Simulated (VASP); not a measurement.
# SrSi2Ag4 (R-3m) in VASP: single point with PBE

Aim: the single point of SrSi2Ag4 with PBE.

Program: VASP 6.6.1. These are calculated values, not measurements. Logs are shortened: lines on timing, memory, paths and dates and some standing lists are left out, and cuts for length are marked.

## 1. The cell of the first run

It takes space group R-3m (No. 166, trigonal). The conventional cell has a = 4.513 Å, b = 4.513 Å, c = 23.829 Å, α = 90.00°, β = 90.00°, γ = 120.00°. Sr (site symmetry -3m) has 6 Si at 3.21 Å and 8 Ag at 3.38 to 3.56 Å within 4.2 Å. Ag (site symmetry 3m) has 4 Si at 2.68 to 3.01 Å and 9 Ag at 2.78 to 3.37 Å and 1 Sr at 3.38 Å within 3.5 Å. Ag (site symmetry 3m) has 3 Si at 2.66 Å and 7 Ag at 2.78 to 3.37 Å and 3 Sr at 3.56 Å within 3.6 Å. Si (site symmetry 3m) has 7 Ag at 2.66 to 3.01 Å and 3 Sr at 3.21 Å within 3.5 Å.

## 2. Single point, PBE

The input, INCAR:

```
ALGO = Normal
EDIFF = 1E-6
ENCUT = 520
GGA = PE
ISIF = 2
ISMEAR = -1
LASPH = T
LCHARG = F
LREAL = F
LWAVE = F
NBANDS = 40
NELM = 60
PREC = Accurate
SIGMA = 0.1
```

The input, KPOINTS:

```
k-points
0
Gamma
  8 8 8
```

The input, POSCAR:

```
SrSi2Ag4
1.0
    4.5130930000      0.0000000000      0.0000000000
   -2.2565470000      3.9084560000      0.0000000000
    0.0000000000     -2.6056340000      7.9429450000
Sr Ag Si
1 4 2
Direct
    0.0000000000      0.0000000000      0.0000000000
    0.1419300000      0.2838600000      0.4257900000
    0.8580700000      0.7161400000      0.5742100000
    0.4350200000      0.8700400000      0.3050600000
    0.5649800000      0.1299600000      0.6949400000
    0.2545700000      0.5091400000      0.7637100000
    0.7454300000      0.4908600000      0.2362900000
```

Potentials or basis: VASP PAW PBE potentials, release 64 (Sr_sv, Ag, Si).

Started as:

```
$ cat potpaw_PBE.64/Sr_sv/POTCAR potpaw_PBE.64/Ag/POTCAR potpaw_PBE.64/Si/POTCAR > POTCAR
$ mpirun -np 1 vasp_std > vasp.out
```

OUTCAR:

```text
EDIFF = 1E-6
   ENCUT = 520
   GGA = PE
   ISIF = 2
   ISMEAR = -1
   LASPH = T
   LREAL = F
   NELM = 60
   PREC = Accurate

 ion  position               nearest neighbor table
   1  0.000  0.000  0.000-   7 3.21   6 3.21   7 3.21   6 3.21   7 3.21   6 3.21   2 3.38   3 3.38
                             4 3.56   5 3.56   5 3.56   4 3.56   5 3.56   4 3.56
   2  0.142  0.284  0.426-   6 2.68   4 2.78   4 2.78   4 2.78   3 2.86   3 2.86   3 2.86   7 3.01
                             7 3.01   7 3.01   5 3.37   5 3.37   5 3.37   1 3.38
   3  0.858  0.716  0.574-   7 2.68   5 2.78   5 2.78   5 2.78   2 2.86   2 2.86   2 2.86   6 3.01
                             6 3.01   6 3.01   4 3.37   4 3.37   4 3.37   1 3.38
   4  0.435  0.870  0.305-   7 2.66   7 2.66   7 2.66   2 2.78   2 2.78   2 2.78   5 3.10   3 3.37
                             3 3.37   3 3.37   1 3.56   1 3.56   1 3.56
   5  0.565  0.130  0.695-   6 2.66   6 2.66   6 2.66   3 2.78   3 2.78   3 2.78   4 3.10   2 3.37
                             2 3.37   2 3.37   1 3.56   1 3.56   1 3.56
   6  0.255  0.509  0.764-   5 2.66   5 2.66   5 2.66   2 2.68   3 3.01   3 3.01   3 3.01   1 3.21
                             1 3.21   1 3.21
   7  0.745  0.491  0.236-   4 2.66   4 2.66   4 2.66   3 2.68   2 3.01   2 3.01   2 3.01   1 3.21
                             1 3.21   1 3.21

  LATTYP: Found a trigonal (rhomboedric) cell.
 ALAT       =     8.3594093571
 COS(alpha) =     0.8542636238

  Lattice vectors:

 A1 = (  -2.2565470000,   1.3028220000,   7.9429450000)
 A2 = (   0.0000000000,  -2.6056340000,   7.9429450000)
 A3 = (   2.2565460000,   1.3028220000,   7.9429450000)

Analysis of symmetry for initial positions (statically):
=====================================================================
 Subroutine PRICEL returns:
 Original cell was already a primitive cell.

 Routine SETGRP: Setting up the symmetry group for a
 trigonal (rhombohedral) supercell.

 Subroutine GETGRP returns: Found 12 space group operations
 (whereof 12 operations were pure point group operations)
 out of a pool of 12 trial point group operations.

The static configuration has the point symmetry D_3d.

Analysis of symmetry for dynamics (positions and initial velocities):
=====================================================================
 Subroutine PRICEL returns:
 Original cell was already a primitive cell.

 Routine SETGRP: Setting up the symmetry group for a
 trigonal (rhombohedral) supercell.

 Subroutine GETGRP returns: Found 12 space group operations
 (whereof 12 operations were pure point group operations)
 out of a pool of 12 trial point group operations.

The dynamic configuration has the point symmetry D_3d.

 Subroutine INISYM returns: Found 12 space group operations
 (whereof 12 operations are pure point group operations),
 and found     1 'primitive' translations

----------------------------------------------------------------------------------------

                                     Primitive cell

  volume of cell :     140.1074

  direct lattice vectors                    reciprocal lattice vectors
     4.513093000  0.000000000  0.000000000     0.221577530  0.127927783  0.041965918
    -2.256547000  3.908456000  0.000000000     0.000000000  0.255855509  0.083931818
     0.000000000 -2.605634000  7.942945000     0.000000000  0.000000000  0.125897888

  length of vectors
     4.513093000  4.513095686  8.359408102     0.259274483  0.269270480  0.125897888

  position of ions in fractional coordinates (direct lattice)
     0.000000000  0.000000000  0.000000000
     0.141930000  0.283860000  0.425790000
     0.858070000  0.716140000  0.574210000
     0.435020000  0.870040000  0.305060000
     0.564980000  0.129960000  0.694940000
     0.254570000  0.509140000  0.763710000
     0.745430000  0.490860000  0.236290000

  ion indices of the primitive-cell ions
   primitive index   ion index
                 1           1
                 2           2
                 3           3
                 4           4
                 5           5
                 6           6
                 7           7

----------------------------------------------------------------------------------------

 KPOINTS: k-points

Automatic generation of k-mesh.
 Grid dimensions read from file:
 generate k-points for:    8    8    8

 Generating k-lattice:

  Cartesian coordinates                     Fractional coordinates (reciprocal lattice)
     0.027697191  0.015990973  0.005245740     0.125000000  0.000000000 -0.000000000
     0.000000000  0.031981939  0.010491477     0.000000000  0.125000000  0.000000000
     0.000000000  0.000000000  0.015737236     0.000000000  0.000000000  0.125000000

  Length of vectors
     0.032409310  0.033658810  0.015737236

  Shift w.r.t. Gamma in fractional coordinates (k-lattice)
     0.000000000  0.000000000  0.000000000

 Subroutine IBZKPT returns following result:
 ===========================================

 Found     65 irreducible k-points:

 Following reciprocal coordinates:
            Coordinates               Weight
  0.000000  0.000000  0.000000      1.000000
  0.125000  0.000000  0.000000      6.000000
  0.250000  0.000000  0.000000      6.000000
  0.375000  0.000000  0.000000      6.000000
  0.500000  0.000000  0.000000      3.000000
  0.000000  0.125000  0.000000      6.000000
[... 16 lines left out ...]
  0.125000  0.000000  0.125000      6.000000
  0.250000  0.000000  0.125000      6.000000
 [... further k-points ...]
   k-points           NKPTS =     65   k-points in BZ     NKDIM =     65   number of bands    NBANDS=     40
   number of dos      NEDOS =    301   number of ions     NIONS =      7
   total plane-waves  NPLWV =  82944
   dimension x,y,z NGX =    36 NGY =   36 NGZ =   64
   dimension x,y,z NGXF=    72 NGYF=   72 NGZF=  128
   ions per type =               1   4   2
   NGX,Y,Z   is equivalent  to a cutoff of  13.26, 13.26, 12.73 a.u.
   NGXF,Y,Z  is equivalent  to a cutoff of  26.52, 26.52, 25.46 a.u.
 SYSTEM =  unknown system
   PREC   = accura    normal or accurate (medium, high low for compatibility)
   ISTART =      0    job   : 0-new  1-cont  2-samecut
   ICHARG =      2    charge: 1-file 2-atom 10-const
   ISPIN  =      1    spin polarized calculation?
   LNONCOLLINEAR =      F non collinear calculations
   LSORBIT =      F    spin-orbit coupling
   LASPH  =      T    aspherical Exc in radial PAW
   ENCUT  =  520.0 eV  38.22 Ry    6.18 a.u.   8.39  8.39 15.54*2*pi/ulx,y,z
   NELM   =     60;   NELMIN=  2; NELMDL= -5     # of ELM steps
   EDIFF  = 0.1E-05   stopping-criterion for ELM
   LREAL  =      F    real-space projection
[... 7 lines left out ...]
   TEBEG  =    0.0;   TEEND  =   0.0 temperature during run
   PSTRESS=    0.0 pullay stress
   NELECT =      62.0000    total number of electrons
   NUPDOWN=      -1.0000    fix difference up-down
   EMIN   =  10.00;   EMAX   =-10.00  energy-range for DOS
   EFERMI =   0.00;   METHOD = LEGACY
   ISMEAR =    -1;   SIGMA  =   0.10  broadening in eV -4-tet -1-fermi 0-gaus
   EFERMI_NEDOS =   21; number of points for ismear=-14 and -15
   IALGO  =     38    algorithm
   IMIX   =      4    mixing-type and parameters
     AMIX     =   0.40;   BMIX     =  1.00
     AMIX_MAG =   1.60;   BMIX_MAG =  1.00
  volume/ion in A,a.u.               =      20.02       135.07
  Fermi-wavevector in a.u.,A,eV,Ry     =   1.247532  2.357494 21.175239  1.556336
  Thomas-Fermi vector in A             =   2.381660
   LORBIT       =      0    0 simple, 1 ext, 2 COOP (PROOUT), +10 PAW based schemes
   GGA     = PE    functional components
   LHFCALC =     F    Hartree Fock is set to
   AEXX    =    0.0000 exact exchange contribution
   IVDW    =     0    specifies the selected vdW correction
   LEPSILON=     F    determine dielectric tensor
   LRPA    =     F    only Hartree local field effects (RPA)
 non-spin polarized calculation
  energy-cutoff  :      520.00
  volume of cell :      140.11
 maximum number of plane-waves:      3815
 NGX is ok and might be reduce to    36
   NGX = 17   NGY = 17   NGZ = 31

 number of electron      62.0000004 magnetization

 Free energy of the ion-electron system (eV)
  ---------------------------------------------------
  ext. energy  EPLUGINS =         0.00000000
  ---------------------------------------------------
  free energy    TOTEN  =       -23.84430168 eV

  energy without entropy =      -23.74897751  energy(sigma->0) =      -23.79663959

 E-fermi :   6.5136     XC(G=0): -10.7883

 val. band max:        6.5047062348   @ k =  -0.2500   0.1250   0.0000
 cond. band min:       6.5309257219   @ k =   0.0000   0.1250   0.2500
 fundamental gap:      0.0262194870
 Fermi energy:         6.5135821174

 k-point     1 :       0.0000    0.0000    0.0000
  band No.  band energies     occupation
      1     -28.3801      2.00000
      2     -10.5208      2.00000
      3     -10.3998      2.00000
      4     -10.3998      2.00000
      5      -2.8197      2.00000
      6      -1.7831      2.00000
[... 32 lines left out ...]
     39      10.8955      0.00000
     40      11.3834      0.00000

 k-point     2 :       0.1250    0.0000    0.0000
  band No.  band energies     occupation
      1     -28.3794      2.00000
      2     -10.5161      2.00000
      3     -10.4186      2.00000
      4     -10.4039      2.00000
      5      -2.6752      2.00000
      6      -1.7393      2.00000
[... 32 lines left out ...]
     39      10.6361      0.00000
     40      11.8720      0.00000

 k-point     3 :       0.2500    0.0000    0.0000
  band No.  band energies     occupation
      1     -28.3775      2.00000
      2     -10.5050      2.00000
      3     -10.4632      2.00000
      4     -10.4137      2.00000
      5      -2.2901      2.00000
      6      -1.6235      2.00000
[... 853 lines left out ...]
  band No.  band energies     occupation
      1     -28.3794      2.00000
      2     -10.5165      2.00000
      3     -10.4186      2.00000
      4     -10.4039      2.00000
      5      -2.6320      2.00000
      6      -1.7933      2.00000
[... 32 lines left out ...]
     39      10.9885      0.00000
     40      11.9040      0.00000

 k-point    24 :       0.2500    0.0000    0.1250
  band No.  band energies     occupation
      1     -28.3775      2.00000
      2     -10.5053      2.00000
      3     -10.4632      2.00000
      4     -10.4137      2.00000
      5      -2.2505      2.00000
      6      -1.6575      2.00000
[... 32 lines left out ...]
     39      11.3710      0.00000
     40      12.0673      0.00000

 [... further k-points ...]

------------------------ aborting loop because EDIFF is reached ----------------------------------------

  FORCE on cell =-STRESS in cart. coord.  units (eV):
  Direction    XX          YY          ZZ          XY          YZ          ZX
  --------------------------------------------------------------------------------------
  -------------------------------------------------------------------------------------
  Total        0.6576206      0.6576216      2.5863918     -0.0000001      0.0000011     -0.0000001
  in kB        7.5201229      7.5201337     29.5762990     -0.0000010      0.0000124     -0.0000012
  external PRESSURE =      14.8721852 kB  Pullay stress =       0.0000000 kB

 VOLUME and BASIS-vectors are now :
 -----------------------------------------------------------------------------
  energy-cutoff  :      520.00
  volume of cell :      140.11
      direct lattice vectors                 reciprocal lattice vectors
     4.513093000  0.000000000  0.000000000     0.221577530  0.127927783  0.041965918
    -2.256547000  3.908456000  0.000000000     0.000000000  0.255855509  0.083931818
     0.000000000 -2.605634000  7.942945000     0.000000000  0.000000000  0.125897888

 POSITION                                       TOTAL-FORCE (eV/Angst)
 -----------------------------------------------------------------------------------
      0.00000      0.00000      0.00000         0.000000      0.000000      0.000000
     -0.00000      0.00000      3.38203        -0.000000      0.000000      0.138240
      2.25655      1.30282      4.56092         0.000000     -0.000000     -0.138240
     -0.00000      2.60564      2.42307         0.000000     -0.000000     -0.372628
      2.25655     -1.30282      5.51987        -0.000000      0.000000      0.372628
     -0.00000      0.00000      6.06611         0.000000     -0.000000     -0.528722
      2.25655      1.30282      1.87684        -0.000000      0.000000      0.528722
 -----------------------------------------------------------------------------------
    total drift:                                0.000000     -0.000000     -0.000000

  FREE ENERGIE OF THE ION-ELECTRON SYSTEM (eV)
  ---------------------------------------------------
  free  energy   TOTEN  =       -23.8443016784 eV

  energy  without entropy=      -23.7489775068  energy(sigma->0) =      -23.79663959
```

Wall time 4 min (1 thread of AMD EPYC 7R13 (Zen 3), shared host); peak memory 0.46 GiB.

Results:

```yaml
Free_energy: -23.8443 eV
Pressure: 1.5 GPa
Largest_force: 0.529 eV/Å
Band_gap_on_the_k_mesh: zero (bands 31 and 32 overlap by 2.23 eV)
```

Forces on the atoms (eV/Å):
```
Sr   0.000  0.000  0.000
Ag   0.000  0.000  0.138
Ag   0.000  0.000 -0.138
Ag   0.000  0.000 -0.373
Ag   0.000  0.000  0.373
Si   0.000  0.000 -0.529
Si   0.000  0.000  0.529
```

Stress tensor (GPa, compression positive):
```
0.75 0.00 0.00
0.00 0.75 0.00
0.00 0.00 2.96
```

The gap in the log of VASP goes by the Fermi energy; the results here count the filled bands.